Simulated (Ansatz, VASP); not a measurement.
**Two plane-wave programs on SiNi2**

INCAR

```
SYSTEM = SiNi2
  PREC = Accurate
  ENCUT = 520
  EDIFF = 1E-6
  ISMEAR = 0
  SIGMA = 0.011
  LREAL = .False.
  LASPH = .True.
  NELM = 150
  ALGO = Normal
  ISIF = 2
  LWAVE = .False.
  LCHARG = .True.
  ISPIN = 2
  MAGMOM = 1 1 1 1 0 0
  LORBIT = 11
  LMAXMIX = 4
  GGA = PE
  LELF = .True.
  LVHAR = .True.
  NBANDS = 37
```

File KPOINTS:

```
regular mesh
0
Gamma
  8 8 6
  0 0 0
```

Contents of POSCAR:

```
SiNi2
1.0
    3.8360000000      0.0000000000      0.0000000000
   -1.9180000000      3.3220734489      0.0000000000
    0.0000000000      0.0000000000      4.9480000000
Ni Si
4 2
Direct
    0.6666666667      0.3333333333      0.7500000000
    0.3333333333      0.6666666667      0.2500000000
    0.0000000000      0.0000000000      0.5000000000
    0.0000000000      0.0000000000      0.0000000000
    0.6666666667      0.3333333333      0.2500000000
    0.3333333333      0.6666666667      0.7500000000
```

The input input.yaml:

```yaml
crystal:
  lattice:
    - [3.836, 0.0, 0.0]
    - [-1.918, 3.3220734489, 0.0]
    - [0.0, 0.0, 4.948]
  atoms:
    - { symbol: Ni, position: [0.6666666667, 0.3333333333, 0.75], spin: 1.0 }
    - { symbol: Ni, position: [0.3333333333, 0.6666666667, 0.25], spin: 1.0 }
    - { symbol: Ni, position: [0.0, 0.0, 0.5], spin: 1.0 }
    - { symbol: Ni, position: [0.0, 0.0, 0.0], spin: 1.0 }
    - { symbol: Si, position: [0.6666666667, 0.3333333333, 0.25] }
    - { symbol: Si, position: [0.3333333333, 0.6666666667, 0.75] }
hamiltonian:
  xc: pbe
  pseudopotentials: { kind: paw }
magnetization:
  spin_polarized: true
kpoints:
  mp_grid: { grid: [8, 8, 6] }
scf:
  occupations: { method: gaussian, width: 0.011 }
output:
  forces: true
  stress: true
  eigenvalues: true
```

Alike in both runs: task single point; functional PBE; k mesh 8 × 8 × 6; occupations gaussian, width 0.011 eV; collinear spin.

```csv
,VASP,Ansatz
version,VASP 6.6.1,Ansatz 0.2.0
potentials or method,"VASP PAW PBE potentials, release 64 (Ni, Si)",Ansatz PAW
plane-wave cutoff (eV),520,420
valence electrons in the cell,48,80
```

Ansatz gave:

| Property | Result |
| --- | --- |
| gap on the k mesh at the Fermi level (eV) | none |
| pressure (GPa) | 11.3 |
| traceless stress, the component that is largest in VASP (GPa) | -3.48 |
| net moment per atom (μB) | 0.03 |
| size of the moment on the site where the two differ most (μB) | 0.05 |

Task: Which values does VASP return?

Result: gap on the k mesh at the Fermi level (eV): none; pressure (GPa): 11.3; traceless stress, the component that is largest in VASP (GPa): -3.58; net moment per atom (μB): 0.03; size of the moment on the site where the two differ most (μB): 0.05.

Site moments also hang on the region over which each program counts them. A gap of «none» marks a metal or a gap that the smearing closes. VASP's potentials hold 48 valence electrons a cell and Ansatz's 80, so a difference there can come from the potentials and not from the codes.
